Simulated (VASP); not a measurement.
A run of VASP 6.6.1:

INCAR

```
PREC = Accurate
ENCUT = 520
EDIFF = 1E-7
ISMEAR = 0
SIGMA = 0.02
LREAL = False
LASPH = True
NELM = 100
ALGO = Normal
ISIF = 2
LWAVE = False
LCHARG = False
GGA = PS
NBANDS = 22
```

The input KPOINTS:

```
Automatic mesh
0
Gamma
  8 8 8
```

The input POSCAR:

```
InSb3
1.0
    4.8063670000      0.0000000000      0.0000000000
    0.0000000000      4.8063670000      0.0000000000
    0.0000000000      0.0000000000      4.8063670000
Sb In
3 1
Direct
    0.5000000000      0.5000000000      0.0208057354
    0.0000000000      0.5000000000      0.5000000000
    0.5000000000      0.0000000000      0.5000000000
    0.0000000000      0.0000000000      0.0000000000
```

Potentials or basis: VASP PAW PBE potentials, release 64 (Sb, In_d).

Run with:

```console
$ cat potpaw_PBE.64/Sb/POTCAR potpaw_PBE.64/In_d/POTCAR > POTCAR
$ mpirun -np 1 vasp_std > vasp.out
```

Hardware: 1 thread of Intel(R) Xeon(R) 6975P-C (Granite Rapids), with other jobs on the host.

Problem. How long does it take, and how much memory?

Solution. Wall time 62 s on 1 thread of Intel(R) Xeon(R) 6975P-C (Granite Rapids), on a shared host, peak memory 0.31 GiB. Counts: scf iterations 12, k points 75.
